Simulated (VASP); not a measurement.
Input of a VASP 6.6.1 run:

The input INCAR:

```
  PREC = Accurate
  ENCUT = 500
  EDIFF = 1E-7
  ISMEAR = 0
  SIGMA = 0.01
  LREAL = False
  LASPH = True
  NELM = 120
  ALGO = Normal
  ISIF = 3
  LWAVE = False
  LCHARG = False
  GGA = PE
  IBRION = 2
  NSW = 80
  EDIFFG = -0.02
  PSTRESS = 20.0
  GGA_COMPAT = False
  NELMIN = 4
```

The input KPOINTS:

```
regular mesh
0
Gamma
  4 4 4
```

File POSCAR:

```
BaS
1.0
    0.0000000000      3.1937500000      3.1937500000
    3.1937500000      0.0000000000      3.1937500000
    3.1937500000      3.1937500000      0.0000000000
Ba S
1 1
Direct
    0.0000000000      0.0000000000      0.0000000000
    0.5000000000      0.5000000000      0.5000000000
```

Potentials or basis: VASP PAW PBE potentials, release 64 (Ba_sv, S).

The run is started by

```bash
$ cat potpaw_PBE.64/Ba_sv/POTCAR potpaw_PBE.64/S/POTCAR > POTCAR
$ mpirun -np 1 vasp_std > vasp.out
```

(1) Estimate the relaxed volume.

(2) Estimate the band gap on the k mesh.

(3) Predict the relaxed cell.

(4) Estimate the space group after relaxing (to 0.05 Å).

## Answers

(1) 32.22 Å³/atom.

(2) 2.08 eV, indirect (least direct gap 2.21 eV).

(3) a = 4.500 Å, b = 4.500 Å, c = 4.500 Å, α = 60.00°, β = 60.00°, γ = 60.00°.

(4) Fm-3m (No. 225).

Caveat: the k points lie up to 0.43 Å⁻¹ apart in the final cell; the cell is relaxed towards a set pressure, so the enthalpy falls and the energy may rise; spin-orbit coupling is left out, which moves the levels of the heavy elements.
